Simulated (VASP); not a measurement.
# CdO (Fm-3m) in VASP: a series of runs, part 2 of 2

VASP 6.6.1.

## 5. Single point, PBE (strained)

Contents of INCAR:

```
SYSTEM = CdO
PREC = Accurate
ENCUT = 600
EDIFF = 1E-6
ISMEAR = 0
SIGMA = 0.1
LREAL = .False.
LASPH = .True.
NELM = 120
ALGO = Normal
ISIF = 2
LWAVE = .False.
LCHARG = .False.
GGA = PE
NBANDS = 16
GGA_COMPAT = .False.
```

Contents of KPOINTS:

```
regular mesh
0
Gamma
  16 16 16
  0 0 0
```

Contents of POSCAR:

```
CdO
1.0
    0.0000000000      2.3545369680      2.3545369680
    2.3545369680      0.0000000000      2.3545369680
    2.3545369680      2.3545369680      0.0000000000
Cd O
1 1
Direct
    0.0000000000      0.0000000000      0.0000000000
    0.5000000000      0.5000000000      0.5000000000
```

Potentials or basis: VASP PAW PBE potentials, release 64 (Cd, O).

Run with:

```console
cat potpaw_PBE.64/Cd/POTCAR potpaw_PBE.64/O/POTCAR > POTCAR
mpirun -np 1 vasp_std > vasp.out
```

OUTCAR:

```text
SYSTEM = CdO
   PREC = Accurate
   ENCUT = 600
   EDIFF = 1E-6
   ISMEAR = 0
   LREAL = .False.
   LASPH = .True.
   NELM = 120
   ISIF = 2
   GGA = PE

 ion  position               nearest neighbor table
   1  0.000  0.000  0.000-   2 2.35   2 2.35   2 2.35   2 2.35   2 2.35   2 2.35
   2  0.500  0.500  0.500-   1 2.35   1 2.35   1 2.35   1 2.35   1 2.35   1 2.35

  LATTYP: Found a face centered cubic cell.
 ALAT       =     4.7090739360

  Lattice vectors:

 A1 = (   0.0000000000,   2.3545369680,   2.3545369680)
 A2 = (   2.3545369680,   0.0000000000,   2.3545369680)
 A3 = (   2.3545369680,   2.3545369680,   0.0000000000)

Analysis of symmetry for initial positions (statically):
=====================================================================
 Subroutine PRICEL returns:
 Original cell was already a primitive cell.

 Routine SETGRP: Setting up the symmetry group for a
 face centered cubic supercell.

 Subroutine GETGRP returns: Found 48 space group operations
 (whereof 48 operations were pure point group operations)
 out of a pool of 48 trial point group operations.

The static configuration has the point symmetry O_h .

Analysis of symmetry for dynamics (positions and initial velocities):
=====================================================================
 Subroutine PRICEL returns:
 Original cell was already a primitive cell.

 Routine SETGRP: Setting up the symmetry group for a
 face centered cubic supercell.

 Subroutine GETGRP returns: Found 48 space group operations
 (whereof 48 operations were pure point group operations)
 out of a pool of 48 trial point group operations.

The dynamic configuration has the point symmetry O_h .

 Subroutine INISYM returns: Found 48 space group operations
 (whereof 48 operations are pure point group operations),
 and found     1 'primitive' translations

----------------------------------------------------------------------------------------

                                     Primitive cell

  volume of cell :      26.1064

  direct lattice vectors                    reciprocal lattice vectors
     0.000000000  2.354536968  2.354536968    -0.212355978  0.212355978  0.212355978
     2.354536968  0.000000000  2.354536968     0.212355978 -0.212355978  0.212355978
     2.354536968  2.354536968  0.000000000     0.212355978  0.212355978 -0.212355978

  length of vectors
     3.329818113  3.329818113  3.329818113     0.367811343  0.367811343  0.367811343

  position of ions in fractional coordinates (direct lattice)
     0.000000000  0.000000000  0.000000000
     0.500000000  0.500000000  0.500000000

  ion indices of the primitive-cell ions
   primitive index   ion index
                 1           1
                 2           2

----------------------------------------------------------------------------------------

 KPOINTS: regular mesh

Automatic generation of k-mesh.
 Grid dimensions read from file:
 generate k-points for:   16   16   16

 Generating k-lattice:

  Cartesian coordinates                     Fractional coordinates (reciprocal lattice)
    -0.013272249  0.013272249  0.013272249     0.062500000  0.000000000  0.000000000
     0.013272249 -0.013272249  0.013272249     0.000000000  0.062500000  0.000000000
     0.013272249  0.013272249 -0.013272249     0.000000000  0.000000000  0.062500000

  Length of vectors
     0.022988209  0.022988209  0.022988209

  Shift w.r.t. Gamma in fractional coordinates (k-lattice)
     0.000000000  0.000000000  0.000000000

 Subroutine IBZKPT returns following result:
 ===========================================

 Found    145 irreducible k-points:

 Following reciprocal coordinates:
            Coordinates               Weight
  0.000000  0.000000  0.000000      1.000000
  0.062500  0.000000  0.000000      8.000000
  0.125000  0.000000  0.000000      8.000000
  0.187500  0.000000  0.000000      8.000000
  0.250000  0.000000  0.000000      8.000000
  0.312500  0.000000  0.000000      8.000000
[... 16 lines left out ...]
 -0.125000  0.062500  0.000000     24.000000
 -0.062500  0.062500  0.000000     12.000000
 [... further k-points ...]
   k-points           NKPTS =    145   k-points in BZ     NKDIM =    145   number of bands    NBANDS=     16
   number of dos      NEDOS =    301   number of ions     NIONS =      2
   total plane-waves  NPLWV =  21952
   dimension x,y,z NGX =    28 NGY =   28 NGZ =   28
   dimension x,y,z NGXF=    56 NGYF=   56 NGZF=   56
   ions per type =               1   1
   NGX,Y,Z   is equivalent  to a cutoff of  13.98, 13.98, 13.98 a.u.
   NGXF,Y,Z  is equivalent  to a cutoff of  27.96, 27.96, 27.96 a.u.
 SYSTEM =  CdO
   PREC   = accura    normal or accurate (medium, high low for compatibility)
   ISTART =      0    job   : 0-new  1-cont  2-samecut
   ICHARG =      2    charge: 1-file 2-atom 10-const
   ISPIN  =      1    spin polarized calculation?
   LNONCOLLINEAR =      F non collinear calculations
   LSORBIT =      F    spin-orbit coupling
   LASPH  =      T    aspherical Exc in radial PAW
   ENCUT  =  600.0 eV  44.10 Ry    6.64 a.u.   6.65  6.65  6.65*2*pi/ulx,y,z
   NELM   =    120;   NELMIN=  2; NELMDL= -5     # of ELM steps
   EDIFF  = 0.1E-05   stopping-criterion for ELM
   LREAL  =      F    real-space projection
   EDIFFG = 0.1E-04   stopping-criterion for IOM
   NSW    =      0    number of steps for IOM
   IBRION =     -1    ionic relax: 0-MD 1-quasi-New 2-CG
   NFREE  =      0    steps in history (QN), initial steepest desc. (CG)
   ISIF   =      2    stress and relaxation
   ISYM   =      2    0-nonsym 1-usesym 2-fastsym
   POTIM  = 0.5000    time-step for ionic-motion
   TEBEG  =    0.0;   TEEND  =   0.0 temperature during run
   PSTRESS=    0.0 pullay stress
   NELECT =      18.0000    total number of electrons
   NUPDOWN=      -1.0000    fix difference up-down
   EMIN   =  10.00;   EMAX   =-10.00  energy-range for DOS
   EFERMI =   0.00;   METHOD = LEGACY
   ISMEAR =     0;   SIGMA  =   0.10  broadening in eV -4-tet -1-fermi 0-gaus
   EFERMI_NEDOS =   21; number of points for ismear=-14 and -15
   IALGO  =     38    algorithm
   IMIX   =      4    mixing-type and parameters
     AMIX     =   0.40;   BMIX     =  1.00
     AMIX_MAG =   1.60;   BMIX_MAG =  1.00
  volume/ion in A,a.u.               =      13.05        88.09
  Fermi-wavevector in a.u.,A,eV,Ry     =   1.446273  2.733059 28.459366  2.091704
  Thomas-Fermi vector in A             =   2.564360
   LORBIT       =      0    0 simple, 1 ext, 2 COOP (PROOUT), +10 PAW based schemes
   GGA     = PE    functional components
   LHFCALC =     F    Hartree Fock is set to
   AEXX    =    0.0000 exact exchange contribution
   IVDW    =     0    specifies the selected vdW correction
   LEPSILON=     F    determine dielectric tensor
   LRPA    =     F    only Hartree local field effects (RPA)
 non-spin polarized calculation
 Gauss-broadening in eV      SIGMA  =   0.10
  energy-cutoff  :      600.00
  volume of cell :       26.11
 maximum number of plane-waves:       895
   NGX = 13   NGY = 13   NGZ = 13

 number of electron      18.0000001 magnetization

 Free energy of the ion-electron system (eV)
  ---------------------------------------------------
  ext. energy  EPLUGINS =         0.00000000
  ---------------------------------------------------
  free energy    TOTEN  =        -7.70540959 eV

  energy without entropy =       -7.70493938  energy(sigma->0) =       -7.70517448

 E-fermi :   2.0687     XC(G=0): -11.6624

 val. band max:        1.9769252199   @ k =   0.5000   0.0000   0.0000
 cond. band min:       2.0765706553   @ k =   0.0625   0.0000   0.0000
 fundamental gap:      0.0996454354
 Fermi energy:         2.0686726115

 k-point     1 :       0.0000    0.0000    0.0000
  band No.  band energies     occupation
      1     -15.3429      2.00000
      2      -4.7164      2.00000
      3      -4.7164      2.00000
      4      -4.7164      2.00000
      5      -4.4144      2.00000
      6      -4.4144      2.00000
[... 8 lines left out ...]
     15      20.0738      0.00000
     16      20.0738      0.00000
[... 419 lines left out ...]
 k-point    24 :      -0.0625    0.0625    0.0000
  band No.  band energies     occupation
      1     -15.2725      2.00000
      2      -4.7516      2.00000
      3      -4.7081      2.00000
      4      -4.6876      2.00000
      5      -4.5394      2.00000
      6      -4.4316      2.00000
[... 8 lines left out ...]
     15      19.0757      0.00000
     16      21.0878      0.00000

 [... further k-points ...]

------------------------ aborting loop because EDIFF is reached ----------------------------------------

  FORCE on cell =-STRESS in cart. coord.  units (eV):
  Direction    XX          YY          ZZ          XY          YZ          ZX
  --------------------------------------------------------------------------------------
  -------------------------------------------------------------------------------------
  Total        1.0326067      1.0326067      1.0326067      0.0000000      0.0000000     -0.0000000
  in kB       63.3722322     63.3722322     63.3722322      0.0000000      0.0000000     -0.0000000
  external PRESSURE =      63.3722322 kB  Pullay stress =       0.0000000 kB

 VOLUME and BASIS-vectors are now :
 -----------------------------------------------------------------------------
  energy-cutoff  :      600.00
  volume of cell :       26.11
      direct lattice vectors                 reciprocal lattice vectors
     0.000000000  2.354536968  2.354536968    -0.212355978  0.212355978  0.212355978
     2.354536968  0.000000000  2.354536968     0.212355978 -0.212355978  0.212355978
     2.354536968  2.354536968  0.000000000     0.212355978  0.212355978 -0.212355978

 POSITION                                       TOTAL-FORCE (eV/Angst)
 -----------------------------------------------------------------------------------
      0.00000      0.00000      0.00000        -0.000000     -0.000000     -0.000000
      2.35454      2.35454      2.35454         0.000000      0.000000      0.000000
 -----------------------------------------------------------------------------------
    total drift:                                0.000000      0.000000      0.000000

  FREE ENERGIE OF THE ION-ELECTRON SYSTEM (eV)
  ---------------------------------------------------
  free  energy   TOTEN  =        -7.7054095908 eV

  energy  without entropy=       -7.7049393767  energy(sigma->0) =       -7.70517448
```

OSZICAR:

```text
N       E                     dE             d eps       ncg     rms          rms(c)
DAV:   1     0.122355498089E+03    0.12236E+03   -0.11308E+04  4912   0.129E+03
DAV:   2    -0.588781705090E+01   -0.12824E+03   -0.11696E+03  5272   0.303E+02
DAV:   3    -0.950968580530E+01   -0.36219E+01   -0.36158E+01  5640   0.556E+01
DAV:   4    -0.951850029948E+01   -0.88145E-02   -0.88143E-02  5752   0.265E+00
DAV:   5    -0.951852610214E+01   -0.25803E-04   -0.25803E-04  5768   0.128E-01    0.105E+01
DAV:   6    -0.776550364781E+01    0.17530E+01   -0.48827E+00  6248   0.379E+01    0.923E+00
DAV:   7    -0.772508314849E+01    0.40420E-01   -0.70055E-01  4904   0.805E+00    0.468E+00
DAV:   8    -0.770854654464E+01    0.16537E-01   -0.96476E-02  4888   0.277E+00    0.725E-01
DAV:   9    -0.770528607208E+01    0.32605E-02   -0.75824E-03  5808   0.905E-01    0.110E-01
DAV:  10    -0.770537477793E+01   -0.88706E-04   -0.78307E-04  5128   0.299E-01    0.407E-02
DAV:  11    -0.770541374691E+01   -0.38969E-04   -0.64155E-05  5528   0.779E-02    0.188E-02
DAV:  12    -0.770540973182E+01    0.40151E-05   -0.10846E-05  5192   0.331E-02    0.639E-03
DAV:  13    -0.770540959076E+01    0.14106E-06   -0.55903E-07  3384   0.853E-03
   1 F= -.77054096E+01 E0= -.77051745E+01  d E =-.470214E-03
```

stdout:

```text
POSCAR found type information on POSCAR CdO
 POSCAR found :  2 types and       2 ions
 scaLAPACK will be used
 LDA part: xc-table for (Slater+PW92), standard interpolation
 POSCAR, INCAR and KPOINTS ok, starting setup
 FFT: planning ... GRIDC
 FFT: planning ... GRID_SOFT
 FFT: planning ... GRID
 WAVECAR not read
 entering main loop
```

Run time: 29 s. Hardware: 1 thread of Intel Xeon 6975P-C (Granite Rapids), shared host; peak memory 0.2 GiB.

Results:

```yaml
Free_energy: -7.7054 eV
Pressure: 6.3 GPa
Band_gap_on_the_k_mesh: zero (bands 9 and 10 overlap by 0.44 eV)
```

Levels at points of the mesh, in eV from the Fermi level:
```
           k point  band 5  band 6  band 7  band 8  band 9  band 10  band 11  band 12  band 13  band 14
(0.00, 0.00, 0.00)   -6.48   -6.48   -1.40   -1.40   -1.40    -0.53    14.89    16.90    16.90    16.90
(0.50, 0.00, 0.00)   -6.24   -6.24   -3.88   -0.09   -0.09     4.35     7.18    11.83    11.83    17.61
(0.50, 0.50, 0.00)   -6.10   -5.80   -4.37   -2.36   -2.36     3.77     8.44    11.11    13.22    13.22
```

Caveat: the cell differs from its parent crystal (strained); the cell stands under pressure; semilocal functionals underestimate gaps, so a narrow gap can read as zero.

## 6. Single point, PBE (strained)

INCAR is that of step 5.

Contents of KPOINTS:

```
Automatic mesh
0
Gamma
  16 16 16
  0 0 0
```

Contents of POSCAR:

```
CdO
1.0
    0.0000000000      2.3791220985      2.3791220985
    2.3791220985      0.0000000000      2.3791220985
    2.3791220985      2.3791220985      0.0000000000
Cd O
1 1
Direct
    0.0000000000      0.0000000000      0.0000000000
    0.5000000000      0.5000000000      0.5000000000
```

Potentials or basis: VASP PAW PBE potentials, release 64 (Cd, O).

Run with:

```console
cat potpaw_PBE.64/Cd/POTCAR potpaw_PBE.64/O/POTCAR > POTCAR
mpirun -np 1 vasp_std > vasp.out
```

OUTCAR:

```text
SYSTEM = CdO
   PREC = Accurate
   ENCUT = 600
   EDIFF = 1E-6
   ISMEAR = 0
   LREAL = .False.
   LASPH = .True.
   NELM = 120
   ISIF = 2
   GGA = PE

 ion  position               nearest neighbor table
   1  0.000  0.000  0.000-   2 2.38   2 2.38   2 2.38   2 2.38   2 2.38   2 2.38
   2  0.500  0.500  0.500-   1 2.38   1 2.38   1 2.38   1 2.38   1 2.38   1 2.38

  LATTYP: Found a face centered cubic cell.
 ALAT       =     4.7582441970

  Lattice vectors:

 A1 = (   0.0000000000,   2.3791220985,   2.3791220985)
 A2 = (   2.3791220985,   0.0000000000,   2.3791220985)
 A3 = (   2.3791220985,   2.3791220985,   0.0000000000)

Analysis of symmetry for initial positions (statically):
=====================================================================
 Subroutine PRICEL returns:
 Original cell was already a primitive cell.

 Routine SETGRP: Setting up the symmetry group for a
 face centered cubic supercell.

 Subroutine GETGRP returns: Found 48 space group operations
 (whereof 48 operations were pure point group operations)
 out of a pool of 48 trial point group operations.

The static configuration has the point symmetry O_h .

Analysis of symmetry for dynamics (positions and initial velocities):
=====================================================================
 Subroutine PRICEL returns:
 Original cell was already a primitive cell.

 Routine SETGRP: Setting up the symmetry group for a
 face centered cubic supercell.

 Subroutine GETGRP returns: Found 48 space group operations
 (whereof 48 operations were pure point group operations)
 out of a pool of 48 trial point group operations.

The dynamic configuration has the point symmetry O_h .

 Subroutine INISYM returns: Found 48 space group operations
 (whereof 48 operations are pure point group operations),
 and found     1 'primitive' translations

----------------------------------------------------------------------------------------

                                     Primitive cell

  volume of cell :      26.9327

[... 109 lines left out ...]
  volume/ion in A,a.u.               =      13.47        90.88
  Fermi-wavevector in a.u.,A,eV,Ry     =   1.431327  2.704816 27.874224  2.048698
  Thomas-Fermi vector in A             =   2.551076
   LORBIT       =      0    0 simple, 1 ext, 2 COOP (PROOUT), +10 PAW based schemes
   GGA     = PE    functional components
   LHFCALC =     F    Hartree Fock is set to
   AEXX    =    0.0000 exact exchange contribution
   IVDW    =     0    specifies the selected vdW correction
   LEPSILON=     F    determine dielectric tensor
   LRPA    =     F    only Hartree local field effects (RPA)
 non-spin polarized calculation
 Gauss-broadening in eV      SIGMA  =   0.10
  energy-cutoff  :      600.00
  volume of cell :       26.93
 maximum number of plane-waves:       934
   NGX = 13   NGY = 13   NGZ = 13

 number of electron      17.9999995 magnetization

 Free energy of the ion-electron system (eV)
  ---------------------------------------------------
  ext. energy  EPLUGINS =         0.00000000
  ---------------------------------------------------
  free energy    TOTEN  =        -7.72773339 eV

  energy without entropy =       -7.72716915  energy(sigma->0) =       -7.72745127

 E-fermi :   1.7754     XC(G=0): -11.4881

 val. band max:        1.7542922992   @ k =   0.0625   0.0000   0.0000
 cond. band min:       1.9238100783   @ k =   0.0625   0.0625   0.0000
 fundamental gap:      0.1695177791
 Fermi energy:         1.7753719842

 k-point     1 :       0.0000    0.0000    0.0000
  band No.  band energies     occupation
      1     -15.4082      2.00000
      2      -4.9526      2.00000
      3      -4.9526      2.00000
      4      -4.9526      2.00000
      5      -4.6704      2.00000
      6      -4.6704      2.00000
[... 433 lines left out ...]
      3      -4.9429      2.00000
      4      -4.9259      2.00000
      5      -4.7819      2.00000
      6      -4.6853      2.00000
[... 8 lines left out ...]
     15      18.5737      0.00000
     16      20.4500      0.00000

 [... further k-points ...]

------------------------ aborting loop because EDIFF is reached ----------------------------------------

  FORCE on cell =-STRESS in cart. coord.  units (eV):
  Direction    XX          YY          ZZ          XY          YZ          ZX
  --------------------------------------------------------------------------------------
  -------------------------------------------------------------------------------------
  Total        0.3019841      0.3019841      0.3019841      0.0000000      0.0000000     -0.0000000
  in kB       17.9644712     17.9644712     17.9644712      0.0000000      0.0000000     -0.0000000
  external PRESSURE =      17.9644712 kB  Pullay stress =       0.0000000 kB

 VOLUME and BASIS-vectors are now :
 -----------------------------------------------------------------------------
  energy-cutoff  :      600.00
  volume of cell :       26.93
      direct lattice vectors                 reciprocal lattice vectors
     0.000000000  2.379122098  2.379122098    -0.210161555  0.210161555  0.210161555
     2.379122098  0.000000000  2.379122098     0.210161555 -0.210161555  0.210161555
     2.379122098  2.379122098  0.000000000     0.210161555  0.210161555 -0.210161555

 POSITION                                       TOTAL-FORCE (eV/Angst)
 -----------------------------------------------------------------------------------
      0.00000      0.00000      0.00000        -0.000000     -0.000000     -0.000000
      2.37912      2.37912      2.37912         0.000000      0.000000      0.000000
 -----------------------------------------------------------------------------------
    total drift:                                0.000000      0.000000      0.000000

  FREE ENERGIE OF THE ION-ELECTRON SYSTEM (eV)
  ---------------------------------------------------
  free  energy   TOTEN  =        -7.7277333891 eV

  energy  without entropy=       -7.7271691514  energy(sigma->0) =       -7.72745127
```

stdout:

```text
POSCAR found type information on POSCAR CdO
 POSCAR found :  2 types and       2 ions
 scaLAPACK will be used
 LDA part: xc-table for (Slater+PW92), standard interpolation
 POSCAR, INCAR and KPOINTS ok, starting setup
 FFT: planning ... GRIDC
 FFT: planning ... GRID_SOFT
 FFT: planning ... GRID
 WAVECAR not read
 entering main loop
```

Run time: 30 s. Hardware: 1 thread of Intel Xeon 6975P-C (Granite Rapids), shared host; peak memory 0.21 GiB.

Results:

```yaml
Free_energy: -7.7277 eV
Pressure: 1.8 GPa
Band_gap_on_the_k_mesh: zero (bands 9 and 10 overlap by 0.50 eV)
```

Levels at points of the mesh, in eV from the Fermi level:
| k point | band 7 | band 8 | band 9 | band 10 | band 11 | band 12 |
| --- | --- | --- | --- | --- | --- | --- |
| (0.00, 0.00, 0.00) | -1.28 | -1.28 | -1.28 | -0.58 | 14.85 | 16.69 |
| (0.50, 0.00, 0.00) | -3.80 | -0.09 | -0.09 | 4.34 | 6.97 | 11.68 |
| (0.50, 0.50, 0.00) | -4.15 | -2.21 | -2.21 | 3.65 | 8.31 | 11.00 |

Caveat: the cell differs from its parent crystal (strained); semilocal functionals underestimate gaps, so a narrow gap can read as zero.

## 7. The runs side by side

```tsv
cell	gap on the mesh (eV)	pressure (GPa)
a = 3.189 Å, angles 60.0°, 2 atoms	none	33.7
a = 3.212 Å, angles 60.0°, 2 atoms	none	28.1
a = 3.265 Å, angles 60.0°, 2 atoms	none	16.9
a = 3.330 Å, angles 60.0°, 2 atoms	none	6.3
a = 3.365 Å, angles 60.0°, 2 atoms	none	1.8
```

Alike in all rows: task single point; level PBE; potentials or basis VASP PAW PBE potentials, release 64 (Cd, O); no spin polarisation; k mesh 16 × 16 × 16; cutoff (eV) 600; smearing gaussian 0.1 eV.

Caveats: semilocal functionals underestimate gaps, so a narrow gap can read as zero; the cell stands under pressure (at least some runs).

Total energies depend on the potentials used, so only differences within one code and one set of settings carry meaning.
